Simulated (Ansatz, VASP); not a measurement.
# One calculation of Y, two programs

```
Y
1.0
     3.25430    0.00000    0.00000
     0.00000    3.25430    0.00000
     0.00000    0.00000    3.25430
Y
1
Cartesian
  0.0000 0.0000 0.0000
```

Alike in both runs: functional r2SCAN; k mesh 16 × 16 × 16; occupations gaussian, width 0.1 eV; no spin polarisation.

Ansatz relaxed the structure, and its values are those at the end. VASP's run is a single point on that final structure, the one shown.

|  | VASP | Ansatz |
| --- | --- | --- |
| version | VASP 6.6.1 | Ansatz 0.2.0 |
| potentials or method | VASP PAW PBE potentials, release 64 (Y_sv), cutoff 520 eV | scalar-relativistic, plane waves, PAW |
| valence electrons in the cell | 11 | 11 |

```tsv
	VASP	Ansatz	Ansatz less VASP
gap on the k mesh at the Fermi level (eV)	none	none	-
pressure (GPa)	0.0	0.0	-0.03
```

VASP's potentials were made for PBE, not for r2SCAN. A gap of «none» marks a metal or a gap that the smearing closes.
